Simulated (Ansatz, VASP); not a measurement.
## One calculation of SbRu2, two programs

Contents of INCAR:

```
SYSTEM = SbRu2
ALGO     = Normal         ! electronic algorithm
EDIFF    = 1E-6           ! SCF threshold, eV
EDIFFG   = -0.04          ! ionic threshold
ENCUT    = 600            ! plane-wave cutoff, eV
GGA      = PE             ! functional
IBRION   = 2              ! ionic algorithm
ISIF     = 3              ! what is computed and relaxed
ISMEAR   = 0              ! smearing method
LASPH    = .TRUE.         ! aspherical terms in the spheres
LCHARG   = .FALSE.        ! write CHGCAR
LREAL    = .FALSE.        ! projectors in reciprocal space
LWAVE    = .FALSE.        ! write WAVECAR
NELM     = 60             ! most SCF steps
NSW      = 90             ! ionic steps
PREC     = Accurate       ! precision mode
SIGMA    = 0.1            ! smearing width, eV
```

Contents of KPOINTS:

```
k-points
0
G
  8 8 8
  0 0 0
```

The input POSCAR:

```
SbRu2
1.0
   -1.7422414585      1.7422414585      4.2739360780
    1.7422414585     -1.7422414585      4.2739360780
    1.7422414585      1.7422414585     -4.2739360780
Sb Ru
1 2
Direct
    0.0000000000      0.0000000000      0.0000000000
    0.6650000000      0.6650000000      0.0000000000
    0.3350000000      0.3350000000      0.0000000000
```

Input for Ansatz:

```yaml
crystal:
  lattice:
    - [-1.7422414585, 1.7422414585, 4.273936078]
    - [1.7422414585, -1.7422414585, 4.273936078]
    - [1.7422414585, 1.7422414585, -4.273936078]
  atoms:
    - { symbol: Sb, position: [0.0, 0.0, 0.0] }
    - { symbol: Ru, position: [0.665, 0.665, 0.0] }
    - { symbol: Ru, position: [0.335, 0.335, 0.0] }
basis:
  ecutwfc: 420
kpoints:
  mp_grid: { grid: [8, 8, 8] }
hamiltonian:
  xc: pbe
scf:
  occupations: { method: gaussian, width: 0.1 }
  lower_state_search: "off"
output:
  forces: true
  stress: true
  eigenvalues: true
relax:
  adjacent_minimum: "off"
  f_tol: 0.04
  max_steps: 70
  cell: { stress_tol: 0.4 }
```

Alike in both runs: task relaxation of cell and atoms; functional PBE; k mesh 8 × 8 × 8; occupations gaussian, width 0.1 eV; no spin polarisation.

|  | VASP | Ansatz |
| --- | --- | --- |
| version | VASP 6.6.1 | Ansatz 0.2.0 |
| potentials or method | VASP PAW PBE potentials, release 64 (Sb, Ru_pv), cutoff 600 eV | scalar-relativistic, plane waves, PAW |
| valence electrons in the cell | 33 | 47 |

VASP gave:

| Quantity | Value |
| --- | --- |
| gap on the k mesh at the Fermi level, each at its own relaxed structure (eV) | none |
| relaxed volume (Å³/atom) | 16.70 |
| relaxed cell length with the largest relative difference (Å) | 4.694 |

Q: Which values does Ansatz return?

A: gap on the k mesh at the Fermi level, each at its own relaxed structure (eV): none; relaxed volume (Å³/atom): 16.73; relaxed cell length with the largest relative difference (Å): 4.692.

A gap of «none» marks a metal or a gap that the smearing closes. VASP's potentials hold 33 valence electrons a cell and Ansatz's 47, so a difference there can come from the potentials and not from the codes.

Neither program's run includes spin-orbit coupling.
